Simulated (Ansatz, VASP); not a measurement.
## Two plane-wave programs on CrPbO3

The input INCAR:

```
PREC = Accurate ; ENCUT = 600
EDIFF = 1E-6 ; ISMEAR = -1
SIGMA = 0.01 ; LREAL = False
LASPH = True ; NELM = 200
ALGO = Normal ; ISIF = 2
LWAVE = False ; LCHARG = False
ISPIN = 2 ; MAGMOM = 3 0 0 0 0
LORBIT = 11 ; LMAXMIX = 4
LDAU = True ; LDAUTYPE = 2
LDAUL = 2 -1 -1 ; LDAUU = 6 0 0
LDAUJ = 0 0 0 ; LDAUPRINT = 1
NBANDS = 34 ; GGA_COMPAT = False
```

Contents of KPOINTS:

```
Automatic mesh
0
Gamma
  6 6 6
```

The input POSCAR:

```
CrPbO3
1.0
    3.9170570000      0.0000000000      0.0000000000
    0.0000000000      3.9170570000      0.0000000000
    0.0000000000      0.0000000000      3.9170570000
Cr Pb O
1 1 3
Direct
    0.0000000000      0.0000000000      0.0000000000
    0.5000000000      0.5000000000      0.5000000000
    0.0000000000      0.0000000000      0.5000000000
    0.0000000000      0.5000000000      0.0000000000
    0.5000000000      0.0000000000      0.0000000000
```

Input for Ansatz:

```yaml
crystal:
  lattice:
    bravais: cubic
    a: 3.917057
  space_group: 221
  atoms:
    - { symbol: Cr, position: [0.0, 0.0, 0.0] }
    - { symbol: Pb, position: [0.5, 0.5, 0.5] }
    - { symbol: O, position: [0.0, 0.0, 0.5] }
kpoints:
  mp_grid:
    grid: [6, 6, 6]
hamiltonian:
  xc: lda
  hubbard:
    - { species: Cr, l: d, u_eff: 6.0 }
magnetization:
  spin_polarized: true
  per_species:
    Cr: 3.0
scf:
  convergence:
    dr2_threshold: 1.0e-09
  occupations:
    method: fermi_dirac
    width: 0.01
output:
  eigenvalues: true
```

Alike in both runs: task single point; functional LDA; k mesh 6 × 6 × 6; occupations fermi-dirac, width 0.01 eV; collinear spin; Hubbard terms Cr d U = 6.0 eV.

|  | VASP | Ansatz |
| --- | --- | --- |
| version | VASP 6.6.1 | Ansatz 0.2.0 |
| potentials or method | VASP PAW LDA potentials, release 64 (Cr_pv, Pb_d, O) | plane waves, PAW |
| plane-wave cutoff (eV) | 600 | 420 |
| valence electrons in the cell | 44 | 46 |

|  | VASP | Ansatz | Ansatz less VASP |
| --- | --- | --- | --- |
| gap on the k mesh at the Fermi level (eV) | none | none | - |
| net moment per atom (μB) | 0.41 | 0.41 | 0.000 |
| size of the moment on the site where the two differ most (μB) | 2.69 | 2.29 | -0.400 |

LDA's correlation is that of Perdew and Zunger in VASP and of Perdew and Wang (1992) in Ansatz. Site moments also hang on the region over which each program counts them. The programs project onto different local orbitals, so the same U acts differently, and such runs can settle in different states. A gap of «none» marks a metal or a gap that the smearing closes. VASP's potentials hold 44 valence electrons a cell and Ansatz's 46, so a difference there can come from the potentials and not from the codes. Ansatz's warnings: filled band counts differ across k points.

Neither program's run includes spin-orbit coupling.
